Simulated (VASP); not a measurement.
# AlGaN2 (P-4m2) in VASP: further runs, part 2 of 2

VASP 6.6.1.

### Step 4. Relaxation of the atoms, LDA (10.64 Å³/atom)

This run uses another cell than the first one, of 10.64 Å³/atom.

The input, INCAR:

```
SYSTEM = AlGaN2
PREC = Accurate
ENCUT = 520
EDIFF = 1E-7
ISMEAR = 0
SIGMA = 0.05
LREAL = .FALSE.
LASPH = .TRUE.
NELM = 100
ALGO = Normal
ISIF = 2
LWAVE = .FALSE.
LCHARG = .FALSE.
GGA = CA
IBRION = 2
NSW = 50
EDIFFG = -0.01
```

The input, KPOINTS:

```
Automatic mesh
0
G
  8 8 6
  0 0 0
```

The input, POSCAR:

```
AlGaN2
1.0
    3.0221609829      0.0000000000      0.0000000000
    0.0000000000      3.0221609829      0.0000000000
    0.0000000000      0.0000000000      4.6580567229
Al Ga N
1 1 2
Direct
    0.5000000000      0.5000000000      0.5000000000
    0.0000000000      0.0000000000      0.0000000000
    0.5000000000      0.0000000000      0.7400738390
    0.0000000000      0.5000000000      0.2599261610
```

The run is started by

```
cat potpaw_LDA.64/Al/POTCAR potpaw_LDA.64/Ga_d/POTCAR potpaw_LDA.64/N/POTCAR > POTCAR
mpirun -np 1 vasp_std > vasp.out
```

Run time: 71 s. Hardware: 1 thread of Intel Xeon 8259CL, shared host; peak memory 0.17 GiB.

It converged, with:

- Free energy: -30.2043 eV
- Energy gained by relaxing: 0.1 meV/atom
- Ionic steps: 3
- Pressure after relaxing: 0.4 GPa
- Band gap on the k mesh: 2.88 eV

Stress tensor (GPa, compression positive):
```
 5.40  0.00  0.00
 0.00  5.40  0.00
 0.00  0.00 -9.48
```

The path:
| step | energy change (eV) | largest force (eV/Å) | pressure (GPa) |
| --- | --- | --- | --- |
| 1 | 0.0000 | 0.1106 | 0.43 |
| 2 | -0.0004 | 0.0338 | 0.46 |
| 3 | -0.0005 | 0.0001 | 0.44 |

Final structure:
```
Al Ga N
1.0
     3.02216    0.00000    0.00000
     0.00000    3.02216    0.00000
     0.00000    0.00000    4.65806
Al Ga N
1 1 2
Direct
  0.50000 0.50000 0.50000
  0.00000 0.00000 0.00000
  0.50000 0.00000 0.74095
  0.00000 0.50000 0.25905
```

Levels at points of the mesh, in eV from the valence-band top:
| k point | band 11 | band 12 | band 13 | band 14 | band 15 | band 16 |
| --- | --- | --- | --- | --- | --- | --- |
| (0.00, 0.00, 0.00) | -0.66 | 0.00 | 0.00 | 2.88 | 3.71 | 8.41 |
| (0.50, 0.00, 0.00) | -3.53 | -0.75 | -0.45 | 7.15 | 7.18 | 8.57 |
| (0.50, 0.50, 0.00) | -2.72 | -2.72 | -2.67 | 2.94 | 2.94 | 5.66 |
| (0.00, 0.00, 0.50) | -1.41 | -0.84 | -0.84 | 5.08 | 5.16 | 7.77 |
| (0.50, 0.00, 0.50) | -1.25 | -0.74 | -0.37 | 4.89 | 6.20 | 9.11 |
| (0.50, 0.50, 0.50) | -3.47 | -3.47 | -3.46 | 5.51 | 5.51 | 8.62 |

A k mesh can miss the band edges.

### Step 5. Relaxation of the atoms, LDA (10.21 Å³/atom)

This run uses another cell than the first one, of 10.21 Å³/atom.

The input, INCAR:

```
ALGO = Normal ; EDIFF = 1E-7
EDIFFG = -0.01 ; ENCUT = 520
IBRION = 2 ; ISIF = 2
ISMEAR = 0 ; LASPH = True
LCHARG = False ; LREAL = False
LWAVE = False ; NELM = 100
NSW = 50 ; PREC = Accurate
SIGMA = 0.05
```

The input, KPOINTS:

```
k-points
0
Gamma
  8 8 6
```

The input, POSCAR:

```
AlGaN2
1.0
    2.8923001885      0.0000000000      0.0000000000
    0.0000000000      2.8923001885      0.0000000000
    0.0000000000      0.0000000000      4.8824919482
Al Ga N
1 1 2
Direct
    0.5000000000      0.5000000000      0.5000000000
    0.0000000000      0.0000000000      0.0000000000
    0.5000000000      0.0000000000      0.7400738390
    0.0000000000      0.5000000000      0.2599261610
```

The run is started by

```
cat potpaw_LDA.64/Al/POTCAR potpaw_LDA.64/Ga_d/POTCAR potpaw_LDA.64/N/POTCAR > POTCAR
mpirun -np 1 vasp_std > vasp.out
```

Wall time 54 s (1 thread of Intel Xeon Platinum 8375C at 2.90GHz (Ice Lake), shared host); peak memory 0.17 GiB.

It converged, with:

| Item | Value |
| --- | --- |
| Free energy | -29.7609 eV |
| Energy gained by relaxing | 0.4 meV/atom |
| Ionic steps | 3 |
| Pressure after relaxing | 8.0 GPa |
| Band gap on the k mesh | 2.59 eV (least direct gap 2.79 eV) |

Stress tensor (GPa, compression positive):
```
 20.33   0.00   0.00
  0.00  20.33   0.00
  0.00   0.00 -16.77
```

The path:
| step | energy change (eV) | largest force (eV/Å) | pressure (GPa) |
| --- | --- | --- | --- |
| 1 | 0.0000 | 0.2235 | 7.97 |
| 2 | -0.0013 | 0.1014 | 7.98 |
| 3 | -0.0017 | 0.0002 | 7.96 |

Final structure:
```
Al Ga N
1.0
     2.89230    0.00000    0.00000
     0.00000    2.89230    0.00000
     0.00000    0.00000    4.88249
Al Ga N
1 1 2
Direct
  0.50000 0.50000 0.50000
  0.00000 0.00000 0.00000
  0.50000 0.00000 0.74159
  0.00000 0.50000 0.25841
```

Levels at points of the mesh, in eV from the valence-band top:
```tsv
k point	band 10	band 11	band 12	band 13	band 14	band 15	band 16	band 17
(0.00, 0.00, 0.00)	-1.81	-1.33	-0.03	-0.03	2.76	4.02	9.36	10.65
(0.50, 0.00, 0.00)	-4.31	-4.23	-0.55	-0.23	6.90	7.07	7.91	8.93
(0.50, 0.50, 0.00)	-3.28	-3.27	-3.27	-3.16	2.59	2.59	5.08	7.85
(0.00, 0.00, 0.50)	-1.29	-1.29	-0.71	-0.71	4.94	5.28	7.17	9.81
(0.50, 0.00, 0.50)	-2.08	-2.03	-0.55	-0.18	4.13	5.22	9.15	9.38
(0.50, 0.50, 0.50)	-4.55	-3.84	-3.84	-3.77	4.92	4.92	8.37	8.38
```

### Step 6. Relaxation of the atoms, LDA (10.21 Å³/atom)

This run uses another cell than the first one, of 10.21 Å³/atom.

The input, INCAR:

```
SYSTEM = AlGaN2
ALGO = Normal ; EDIFF = 1E-6
EDIFFG = -0.01 ; ENCUT = 520
GGA = CA ; IBRION = 2
ISIF = 2 ; ISMEAR = 0
LASPH = .True. ; LCHARG = .False.
LREAL = .False. ; LWAVE = .False.
NELM = 100 ; NSW = 50
PREC = Accurate ; SIGMA = 0.05
```

The input, KPOINTS:

```
k-points
0
Gamma
  8 8 6
  0 0 0
```

The input, POSCAR:

```
AlGaN2
1.0
    3.0731505336      0.0000000000      0.0000000000
    0.0000000000      3.0731505336      0.0000000000
    0.0000000000      0.0000000000      4.3247459381
Al Ga N
1 1 2
Direct
    0.5000000000      0.5000000000      0.5000000000
    0.0000000000      0.0000000000      0.0000000000
    0.5000000000      0.0000000000      0.7400738390
    0.0000000000      0.5000000000      0.2599261610
```

Potentials or basis: VASP PAW LDA potentials, release 64 (Al, Ga_d, N).

The run is started by

```
cat potpaw_LDA.64/Al/POTCAR potpaw_LDA.64/Ga_d/POTCAR potpaw_LDA.64/N/POTCAR > POTCAR
mpirun -np 1 vasp_std > vasp.out
```

OUTCAR:

```text
SYSTEM = AlGaN2
   EDIFF = 1E-6
   EDIFFG = -0.01
   ENCUT = 520
   GGA = CA
   IBRION = 2
   ISIF = 2
   ISMEAR = 0
   LASPH = .True.
   LREAL = .False.
   NELM = 100
   NSW = 50
   PREC = Accurate

 ion  position               nearest neighbor table
   1  0.500  0.500  0.500-   3 1.85   4 1.85   3 1.85   4 1.85   2 3.07   2 3.07   2 3.07   2 3.07
                             2 3.07   2 3.07   2 3.07   2 3.07
   2  0.000  0.000  0.000-   3 1.90   4 1.90   4 1.90   3 1.90   1 3.07   1 3.07   1 3.07   1 3.07
                             1 3.07   1 3.07   1 3.07   1 3.07
   3  0.500  0.000  0.740-   1 1.85   1 1.85   2 1.90   2 1.90
   4  0.000  0.500  0.260-   1 1.85   1 1.85   2 1.90   2 1.90

  LATTYP: Found a simple tetragonal cell.
 ALAT       =     3.0731505336
 C/A-ratio  =     1.4072678480

  Lattice vectors:

 A1 = (   3.0731505336,   0.0000000000,   0.0000000000)
 A2 = (   0.0000000000,   3.0731505336,   0.0000000000)
 A3 = (   0.0000000000,   0.0000000000,   4.3247459381)

Analysis of symmetry for initial positions (statically):
=====================================================================
 Subroutine PRICEL returns:
 Original cell was already a primitive cell.

 Routine SETGRP: Setting up the symmetry group for a
 simple tetragonal supercell.

 Subroutine GETGRP returns: Found  8 space group operations
 (whereof  8 operations were pure point group operations)
 out of a pool of 16 trial point group operations.

The static configuration has the point symmetry D_2d.

Analysis of symmetry for dynamics (positions and initial velocities):
=====================================================================
 Subroutine PRICEL returns:
 Original cell was already a primitive cell.

 Routine SETGRP: Setting up the symmetry group for a
 simple tetragonal supercell.

 Subroutine GETGRP returns: Found  8 space group operations
 (whereof  8 operations were pure point group operations)
 out of a pool of 16 trial point group operations.

The dynamic configuration has the point symmetry D_2d.

 Subroutine INISYM returns: Found  8 space group operations
 (whereof  8 operations are pure point group operations),
 and found     1 'primitive' translations

----------------------------------------------------------------------------------------

                                     Primitive cell

  volume of cell :      40.8440

  direct lattice vectors                    reciprocal lattice vectors
     3.073150534  0.000000000  0.000000000     0.325398964  0.000000000  0.000000000
     0.000000000  3.073150534  0.000000000     0.000000000  0.325398964  0.000000000
     0.000000000  0.000000000  4.324745938     0.000000000  0.000000000  0.231227456

  length of vectors
     3.073150534  3.073150534  4.324745938     0.325398964  0.325398964  0.231227456

  position of ions in fractional coordinates (direct lattice)
     0.500000000  0.500000000  0.500000000
     0.000000000  0.000000000  0.000000000
     0.500000000  0.000000000  0.740073839
     0.000000000  0.500000000  0.259926161

  ion indices of the primitive-cell ions
   primitive index   ion index
                 1           1
                 2           2
                 3           3
                 4           4
[... 32 lines left out ...]
  0.375000  0.000000  0.000000      4.000000
  0.500000  0.000000  0.000000      2.000000
  0.125000  0.125000  0.000000      4.000000
[... 16 lines left out ...]
  0.375000  0.125000  0.166667     16.000000
  0.500000  0.125000  0.166667      8.000000
 [... further k-points ...]
   k-points           NKPTS =     60   k-points in BZ     NKDIM =     60   number of bands    NBANDS=     17
   number of dos      NEDOS =    301   number of ions     NIONS =      4
   total plane-waves  NPLWV =  18432
   dimension x,y,z NGX =    24 NGY =   24 NGZ =   32
   dimension x,y,z NGXF=    48 NGYF=   48 NGZF=   64
   ions per type =               1   1   2
   NGX,Y,Z   is equivalent  to a cutoff of  12.98, 12.98, 12.30 a.u.
   NGXF,Y,Z  is equivalent  to a cutoff of  25.97, 25.97, 24.60 a.u.
 SYSTEM =  AlGaN2
   PREC   = accura    normal or accurate (medium, high low for compatibility)
   ISTART =      0    job   : 0-new  1-cont  2-samecut
   ICHARG =      2    charge: 1-file 2-atom 10-const
   ISPIN  =      1    spin polarized calculation?
   LNONCOLLINEAR =      F non collinear calculations
   LSORBIT =      F    spin-orbit coupling
   LASPH  =      T    aspherical Exc in radial PAW
   ENCUT  =  520.0 eV  38.22 Ry    6.18 a.u.   5.71  5.71  8.04*2*pi/ulx,y,z
   NELM   =    100;   NELMIN=  2; NELMDL= -5     # of ELM steps
   EDIFF  = 0.1E-05   stopping-criterion for ELM
   LREAL  =      F    real-space projection
   EDIFFG = -.1E-01   stopping-criterion for IOM
   NSW    =     50    number of steps for IOM
   IBRION =      2    ionic relax: 0-MD 1-quasi-New 2-CG
   NFREE  =      1    steps in history (QN), initial steepest desc. (CG)
   ISIF   =      2    stress and relaxation
   ISYM   =      2    0-nonsym 1-usesym 2-fastsym
   POTIM  = 0.5000    time-step for ionic-motion
   TEBEG  =    0.0;   TEEND  =   0.0 temperature during run
   PSTRESS=    0.0 pullay stress
   NELECT =      26.0000    total number of electrons
   NUPDOWN=      -1.0000    fix difference up-down
   EMIN   =  10.00;   EMAX   =-10.00  energy-range for DOS
   EFERMI =   0.00;   METHOD = LEGACY
   ISMEAR =     0;   SIGMA  =   0.05  broadening in eV -4-tet -1-fermi 0-gaus
   EFERMI_NEDOS =   21; number of points for ismear=-14 and -15
   IALGO  =     38    algorithm
   IMIX   =      4    mixing-type and parameters
     AMIX     =   0.40;   BMIX     =  1.00
     AMIX_MAG =   1.60;   BMIX_MAG =  1.00
  volume/ion in A,a.u.               =      10.21        68.91
  Fermi-wavevector in a.u.,A,eV,Ry     =   1.408283  2.661269 26.983894  1.983260
  Thomas-Fermi vector in A             =   2.530456
   LORBIT       =      0    0 simple, 1 ext, 2 COOP (PROOUT), +10 PAW based schemes
   GGA     = CA    functional components
   LHFCALC =     F    Hartree Fock is set to
   AEXX    =    0.0000 exact exchange contribution
   IVDW    =     0    specifies the selected vdW correction
   LEPSILON=     F    determine dielectric tensor
   LRPA    =     F    only Hartree local field effects (RPA)
 conjugate gradient relaxation of ions
 non-spin polarized calculation
 Gauss-broadening in eV      SIGMA  =   0.05
  energy-cutoff  :      520.00
  volume of cell :       40.84
 maximum number of plane-waves:      1128
 NGX is ok and might be reduce to    24
   NGX = 11   NGY = 11   NGZ = 17

--------------------------------------- Ionic step        1  -------------------------------------------

 number of electron      26.0000015 magnetization

 Free energy of the ion-electron system (eV)
  ---------------------------------------------------
  ext. energy  EPLUGINS =         0.00000000
  ---------------------------------------------------
  free energy    TOTEN  =       -30.25685137 eV

  energy without entropy =      -30.25685137  energy(sigma->0) =      -30.25685137

------------------------ aborting loop because EDIFF is reached ----------------------------------------

  FORCE on cell =-STRESS in cart. coord.  units (eV):
  Direction    XX          YY          ZZ          XY          YZ          ZX
  --------------------------------------------------------------------------------------
  -------------------------------------------------------------------------------------
  Total        2.6156694      2.6156694      2.5922751      0.0000000      0.0000000      0.0000000
  in kB      102.6042052    102.6042052    101.6865259      0.0000000      0.0000000      0.0000000
  external PRESSURE =     102.2983121 kB  Pullay stress =       0.0000000 kB
[... 63 lines left out ...]
--------------------------------------- Ionic step        3  -------------------------------------------

 number of electron      26.0000015 magnetization

 Free energy of the ion-electron system (eV)
  ---------------------------------------------------
  ext. energy  EPLUGINS =         0.00000000
  ---------------------------------------------------
  free energy    TOTEN  =       -30.25695769 eV

  energy without entropy =      -30.25695769  energy(sigma->0) =      -30.25695769

 E-fermi :   6.3063     XC(G=0): -12.0494

 val. band max:        6.0997824133   @ k =   0.0000   0.0000   0.0000
 cond. band min:       9.3556516461   @ k =   0.5000   0.5000   0.0000
 fundamental gap:      3.2558692328
 Fermi energy:         6.3062890037

 k-point     1 :       0.0000    0.0000    0.0000
  band No.  band energies     occupation
      1      -9.7680      2.00000
      2      -8.1466      2.00000
      3      -7.0002      2.00000
      4      -7.0002      2.00000
      5      -6.9529      2.00000
      6      -6.7473      2.00000
[... 457 lines left out ...]
      4      -6.8802      2.00000
      5      -6.8703      2.00000
      6      -6.1210      2.00000
[... 9 lines left out ...]
     16      14.4627      0.00000
     17      15.1398      0.00000

 [... further k-points ...]
[... 5 lines left out ...]
  --------------------------------------------------------------------------------------
  -------------------------------------------------------------------------------------
  Total        2.6109429      2.6109429      2.5767773      0.0000000      0.0000000      0.0000000
  in kB      102.4188007    102.4188007    101.0785962      0.0000000      0.0000000      0.0000000
  external PRESSURE =     101.9720659 kB  Pullay stress =       0.0000000 kB
[... 19 lines left out ...]
  FREE ENERGIE OF THE ION-ELECTRON SYSTEM (eV)
  ---------------------------------------------------
  free  energy   TOTEN  =       -30.2569576945 eV

  energy  without entropy=      -30.2569576944  energy(sigma->0) =      -30.25695769

 reached required accuracy - stopping structural energy minimisation
```

CONTCAR:

```text
AlGaN2
   1.00000000000000
     3.0731505335999998    0.0000000000000000    0.0000000000000000
     0.0000000000000000    3.0731505335999998    0.0000000000000000
     0.0000000000000000    0.0000000000000000    4.3247459381000004
  Al              Ga              N
     1     1     2
Direct
     0.5000000000000000    0.5000000000000000    0.5000000000000000
     0.0000000000000000    0.0000000000000000    0.0000000000000000
     0.5000000000000000    0.0000000000000000    0.7396319163294834
     0.0000000000000000    0.5000000000000000    0.2603680836705166

  0.00000000E+00  0.00000000E+00  0.00000000E+00
  0.00000000E+00  0.00000000E+00  0.00000000E+00
  0.00000000E+00  0.00000000E+00  0.00000000E+00
  0.00000000E+00  0.00000000E+00  0.00000000E+00
```

Run time: 33 s. Hardware: 1 thread of Intel Xeon Platinum 8375C at 2.90GHz (Ice Lake), shared host; peak memory 0.16 GiB.

What came out:

| Quantity | Value |
| --- | --- |
| Free energy | -30.2570 eV |
| Energy gained by relaxing | 0.0 meV/atom |
| Ionic steps | 3 |
| Pressure after relaxing | 10.2 GPa |
| Largest force after relaxing | 0.003 eV/Å |
| Band gap on the k mesh | 3.26 eV (least direct gap 3.37 eV) |

Forces on the atoms (eV/Å):
```
Al   0.000  0.000  0.000
Ga   0.000  0.000  0.000
N    0.000  0.000  0.003
N    0.000  0.000 -0.003
```

The path:
| step | energy change (eV) | largest force (eV/Å) | pressure (GPa) |
| --- | --- | --- | --- |
| 1 | 0.0000 | 0.0504 | 10.23 |
| 2 | -0.0001 | 0.0182 | 10.21 |
| 3 | -0.0001 | 0.0031 | 10.20 |

Final structure:
```xyz
4
Lattice="3.0732 0.0000 0.0000 0.0000 3.0732 0.0000 0.0000 0.0000 4.3247" Properties=species:S:1:pos:R:3 pbc="T T T"
Al    1.5366    1.5366    2.1624
Ga    0.0000    0.0000    0.0000
N     1.5366    0.0000    3.1987
N     0.0000    1.5366    1.1260
```

### Step 7. Overview

| cell | gap on the mesh (eV) | pressure (GPa) |
| --- | --- | --- |
| atoms relaxed from a = 2.852, b = 2.852, c = 4.814 Å, 4 atoms | 2.58 | 19.1 |
| atoms relaxed from a = 3.310, b = 3.310, c = 3.883 Å, 4 atoms | 2.81 | -2.3 |
| atoms relaxed from a = 3.022, b = 3.022, c = 4.658 Å, 4 atoms | 2.88 | 0.4 |
| atoms relaxed from a = 2.892, b = 2.892, c = 4.882 Å, 4 atoms | 2.59 | 8.0 |
| atoms relaxed from a = 3.073, b = 3.073, c = 4.325 Å, 4 atoms | 3.26 | 10.2 |

Alike in all rows: task relaxation of the atoms; level LDA; potentials or basis VASP PAW LDA potentials, release 64 (Al, Ga_d, N); no spin polarisation; k mesh 8 × 8 × 6; cutoff (eV) 520; smearing gaussian 0.05 eV.

Total energies depend on the potentials used, so only differences within one code and one set of settings carry meaning.
